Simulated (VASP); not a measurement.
The system is Rh.

```
Rh
1.0
     0.00000    1.93507    1.93507
     1.93507    0.00000    1.93507
     1.93507    1.93507    0.00000
Rh
1
Direct
  0.00000 0.00000 0.00000
```

Base run:

| Quantity | Value |
| --- | --- |
| Program | VASP 6.6.1 |
| Functional | r2SCAN |
| Potentials or basis | VASP PAW PBE potentials, release 64 (Rh_pv) |
| Cutoff | 520 eV |
| k mesh | 12 × 12 × 12 |
| Occupations | fermi-dirac, width 0.05 eV |
| Spin | no spin polarisation |

Its results: pressure -12.7 GPa.

Task: After a change of settings the same cell gave: pressure -4.2 GPa. Which change was it?
A. functional from r2SCAN to revPBE
B. potentials or basis from VASP PAW PBE potentials, release 64 (Rh_pv) to VASP PAW PBE potentials, release 64 (Rh_sv_GW); cutoff from 520 eV to 580 eV; valence electrons from 15 to 17
C. functional from r2SCAN to PBE

Result: A.

Caveats: the PAW data sets were made with another functional, which shifts forces and pressure a little.
